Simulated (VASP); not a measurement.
A run of VASP 6.6.1:

File INCAR:

```
SYSTEM = Li16S7
PREC = Accurate
ENCUT = 650
EDIFF = 1E-8
ISMEAR = -1
SIGMA = 0.01
LREAL = .FALSE.
LASPH = .TRUE.
NELM = 120
ALGO = Normal
ISIF = 2
LWAVE = .FALSE.
LCHARG = .FALSE.
GGA = PE
LEFG = .TRUE.
NELECT = 88.0
NBANDS = 62
GGA_COMPAT = .FALSE.
```

The input KPOINTS:

```
regular mesh
0
G
  3 3 3
  0 0 0
```

Contents of POSCAR:

```
Li16S7
1.0
    0.0000000000      5.6703356858      5.6703356858
    5.6703356858      0.0000000000      5.6703356858
    5.6703356858      5.6703356858      0.0000000000
Li S
16 7
Direct
    0.3750000000      0.3750000000      0.3750000000
    0.3750000000      0.3750000000      0.8750000000
    0.3750000000      0.8750000000      0.3750000000
    0.3750000000      0.8750000000      0.8750000000
    0.8750000000      0.3750000000      0.3750000000
    0.8750000000      0.3750000000      0.8750000000
    0.8750000000      0.8750000000      0.3750000000
    0.8750000000      0.8750000000      0.8750000000
    0.1250000000      0.1250000000      0.1250000000
    0.1250000000      0.1250000000      0.6250000000
    0.1250000000      0.6250000000      0.1250000000
    0.1250000000      0.6250000000      0.6250000000
    0.6250000000      0.1250000000      0.1250000000
    0.6250000000      0.1250000000      0.6250000000
    0.6250000000      0.6250000000      0.1250000000
    0.6250000000      0.6250000000      0.6250000000
    0.0000000000      0.0000000000      0.5000000000
    0.0000000000      0.5000000000      0.0000000000
    0.0000000000      0.5000000000      0.5000000000
    0.5000000000      0.0000000000      0.0000000000
    0.5000000000      0.0000000000      0.5000000000
    0.5000000000      0.5000000000      0.0000000000
    0.5000000000      0.5000000000      0.5000000000
```

Potentials or basis: VASP PAW PBE potentials, release 64 (Li_sv, S).

Command:

```console
$ cat potpaw_PBE.64/Li_sv/POTCAR potpaw_PBE.64/S/POTCAR > POTCAR
$ mpirun -np 1 vasp_std > vasp.out
```

Hardware: 1 thread of Intel(R) Xeon(R) Platinum 8259CL CPU @ 2.50GHz (Skylake/Cascade Lake) (shared host).

**Question.** Estimate the wall time of this run.

**Answer.** It took 7.1 min on 1 thread of Intel(R) Xeon(R) Platinum 8259CL CPU @ 2.50GHz (Skylake/Cascade Lake), on a shared host, peak memory 0.72 GiB. Counts: scf iterations 24, k points 4.
